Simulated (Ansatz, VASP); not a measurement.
## BiTe: VASP beside Ansatz

```
Bi Te
1.0
     0.00000    3.25332    3.25332
     3.25332    0.00000    3.25332
     3.25332    3.25332    0.00000
Bi Te
1 1
Direct
  0.00000 0.00000 0.00000
  0.50000 0.50000 0.50000
```

Alike in both runs: task single point; functional PBE; k mesh 10 × 10 × 10; occupations fermi-dirac, width 0.05 eV; no spin polarisation.

|  | VASP | Ansatz |
| --- | --- | --- |
| version | VASP 6.6.1 | Ansatz 0.2.0 |
| potentials or method | VASP PAW PBE potentials, release 64 (Bi_d, Te), cutoff 520 eV | all-electron LAPW, scalar-relativistic |

|  | VASP | Ansatz | Ansatz less VASP |
| --- | --- | --- | --- |
| pressure (GPa) | -0.1 | 0.0 | +0.07 |

Ansatz ran all-electron here, and VASP with PAW potentials.

Neither program's run includes spin-orbit coupling.
